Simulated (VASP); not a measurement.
# H (I4/mmm) in VASP: a series of runs, part 2 of 2

VASP 6.6.1. The steps go on from the part before.

**3. Relaxation of cell and atoms, LDA, target pressure 20 GPa, at which the enthalpy is minimised**

The input, INCAR:

```
SYSTEM = H
  PREC = Accurate
  ENCUT = 500
  EDIFF = 1E-7
  ISMEAR = 0
  SIGMA = 0.01
  LREAL = .FALSE.
  LASPH = .TRUE.
  NELM = 120
  ALGO = Normal
  ISIF = 3
  LWAVE = .FALSE.
  LCHARG = .FALSE.
  GGA = CA
  IBRION = 2
  NSW = 80
  EDIFFG = -0.001
  PSTRESS = 200.0
  GGA_COMPAT = .FALSE.
  NELMIN = 4
```

The input, KPOINTS:

```
regular mesh
0
G
  12 12 12
  0 0 0
```

The input, POSCAR:

```
H
1.0
   -1.4101864863      1.4101864863      1.9306382503
    1.4101864863     -1.4101864863      1.9306382503
    1.4101864863      1.4101864863     -1.9306382503
H
2
Direct
    0.9001528111      0.9001528111      0.0000000000
    0.0998471889      0.0998471889      0.0000000000
```

Potentials or basis: VASP PAW LDA potentials, release 64 (H).

The run is started by

```
$ cat potpaw_LDA.64/H/POTCAR > POTCAR
$ mpirun -np 1 vasp_std > vasp.out
```

OUTCAR:

```text
SYSTEM = H
   PREC = Accurate
   ENCUT = 500
   EDIFF = 1E-7
   ISMEAR = 0
   LREAL = .FALSE.
   LASPH = .TRUE.
   NELM = 120
   ISIF = 3
   GGA = CA
   IBRION = 2
   NSW = 80
   EDIFFG = -0.001
   PSTRESS = 200.0
   NELMIN = 4

 ion  position               nearest neighbor table
   1  0.900  0.900  0.000-   2 0.77
   2  0.100  0.100  0.000-   1 0.77

  LATTYP: Found a body centered tetragonal cell.
 ALAT       =     2.8203729726
 C/A-ratio  =     1.3690659137

  Lattice vectors:

 A1 = (  -1.4101864863,   1.4101864863,   1.9306382503)
[... 371 lines left out ...]

 Free energy of the ion-electron system (eV)
  ---------------------------------------------------
  ext. energy  EPLUGINS =         0.00000000
  ---------------------------------------------------
  free energy    TOTEN  =        -6.56146152 eV

  energy without entropy =       -6.56146152  energy(sigma->0) =       -6.56146152

 E-fermi :  -1.9222     XC(G=0):  -9.7513

 val. band max:       -1.9633687831   @ k =   0.5000   0.5000   0.4167
 cond. band min:       2.5146599344   @ k =   0.5000   0.0000   0.0000
 fundamental gap:      4.4780287175
 Fermi energy:        -1.9222231995

 k-point     1 :       0.0000    0.0000    0.0000
  band No.  band energies     occupation
      1     -13.1720      2.00000
      2      23.4775      0.00000
      3      24.3158      0.00000
      4      36.2644      0.00000
      5      36.2644      0.00000
[... 177 lines left out ...]
 k-point    24 :      -0.4167    0.1667    0.0000
  band No.  band energies     occupation
      1      -7.2476      2.00000
      2       7.4758      0.00000
      3      18.9337      0.00000
      4      23.2020      0.00000
      5      27.0457      0.00000

 [... further k-points ...]

------------------------ aborting loop because EDIFF is reached ----------------------------------------

  FORCE on cell =-STRESS in cart. coord.  units (eV):
  Direction    XX          YY          ZZ          XY          YZ          ZX
  --------------------------------------------------------------------------------------
  -------------------------------------------------------------------------------------
  Total        0.9517772      0.9517772      0.9506571      0.0000000     -0.0000000      0.0000000
  in kB      200.2030255    200.2030255    199.9674049      0.0000000     -0.0000000      0.0000000
  external PRESSURE =       0.1244853 kB  Pullay stress =     200.0000000 kB
[... 21 lines left out ...]
  energy  without entropy=       -6.5614615164  energy(sigma->0) =       -6.56146152

  enthalpy is  TOTEN    =        -5.6106494816 eV   P V=        0.9508120348

 reached required accuracy - stopping structural energy minimisation
```

OSZICAR:

```text
N       E                     dE             d eps       ncg     rms          rms(c)
DAV:   1    -0.702215465116E+01   -0.70222E+01   -0.55341E+02  1660   0.275E+02
DAV:   2    -0.730369942703E+01   -0.28154E+00   -0.28154E+00  2195   0.142E+01
DAV:   3    -0.730414698685E+01   -0.44756E-03   -0.44756E-03  1820   0.545E-01
[... 167 lines left out ...]
  25 F= -.56106492E+01 E0= -.56106492E+01  d E =-.377119E-05
       N       E                     dE             d eps       ncg     rms          rms(c)
DAV:   1    -0.656146158326E+01    0.14343E-03   -0.19977E-05  1740   0.312E-02    0.199E-03
DAV:   2    -0.656146154106E+01    0.42205E-07   -0.13174E-07  1615   0.355E-03    0.116E-03
DAV:   3    -0.656146151644E+01    0.24621E-07   -0.46727E-08   820   0.123E-03    0.673E-05
DAV:   4    -0.656146151643E+01    0.12321E-10   -0.47187E-10   815   0.226E-04
  26 F= -.56106495E+01 E0= -.56106495E+01  d E =-.272605E-06
```

Run time: 33 s. Hardware: 1 thread of Intel Xeon 6975P-C (Granite Rapids), shared host; peak memory 0.11 GiB.

Results:

| Item | Value |
| --- | --- |
| Free energy | -6.5615 eV |
| Relaxed volume | 3.81 Å³/atom |
| Relaxed cell | a = 2.211 Å, b = 2.211 Å, c = 2.211 Å, α = 120.23°, β = 120.23°, γ = 89.61° |
| Space group after relaxing (to 0.1 Å) | I4/mmm (No. 139) |
| Energy change on relaxing (the run minimises the enthalpy) | +124.1 meV/atom |
| Ionic steps | 26 |
| Pressure after relaxing | 20.0 GPa |
| Band gap on the k mesh | 4.48 eV (least direct gap 4.93 eV) |

Step by step:
| step | energy change (eV) | largest force (eV/Å) | pressure (GPa) | volume (Å³) |
| --- | --- | --- | --- | --- |
| 1 | 0.0000 | 0.0191 | -0.35 | 15.36 |
| 2 | 0.0218 | 1.1767 | 4.32 | 13.29 |
| 3 | 0.1266 | 2.8511 | 12.92 | 11.15 |
| 4 | 0.7274 | 7.7799 | 51.20 | 7.59 |
| 5 | 0.2343 | 4.0061 | 20.06 | 10.06 |
| 6 | 0.2165 | 3.5741 | 19.90 | 9.79 |
| 7 | 0.1921 | 2.4353 | 20.01 | 9.01 |
| 8 | 0.2605 | 0.7044 | 23.77 | 7.58 |
| 9 | 0.2871 | 0.4546 | 24.99 | 7.35 |
| 10 | 0.2760 | 0.3640 | 23.77 | 7.42 |
| 11 | 0.2459 | 0.1013 | 20.33 | 7.64 |
| 12 | 0.2424 | 0.0693 | 19.92 | 7.67 |
| 13 | 0.2441 | 0.0480 | 19.95 | 7.65 |
| 14 | 0.2482 | 0.0026 | 20.01 | 7.62 |
| 15 | 0.2482 | 0.0027 | 20.01 | 7.62 |
| 16 | 0.2481 | 0.0030 | 20.00 | 7.62 |
| 17 | 0.2480 | 0.0037 | 19.99 | 7.62 |
| 18 | 0.2478 | 0.0050 | 19.97 | 7.62 |
| 19 | 0.2474 | 0.0076 | 19.93 | 7.62 |
| 20 | 0.2467 | 0.0125 | 19.84 | 7.63 |
| 21 | 0.2469 | 0.0098 | 19.96 | 7.63 |
| 22 | 0.2468 | 0.0006 | 19.91 | 7.63 |
| 23 | 0.2469 | 0.0001 | 19.92 | 7.63 |
| 24 | 0.2473 | 0.0013 | 19.95 | 7.62 |
| 25 | 0.2481 | 0.0043 | 20.03 | 7.62 |
| 26 | 0.2482 | 0.0007 | 20.01 | 7.62 |

Final structure:
```
H
1.0
    -1.10172    1.10172    1.56883
     1.10172   -1.10172    1.56883
     1.10172    1.10172   -1.56883
H
2
Direct
  0.87825 0.87825 0.00000
  0.12175 0.12175 0.00000
```

Caveat: the cell is relaxed towards a set pressure, so the run minimises the enthalpy, not the energy; the volume moved by over 15 % at a fixed basis, so the end points are rough.
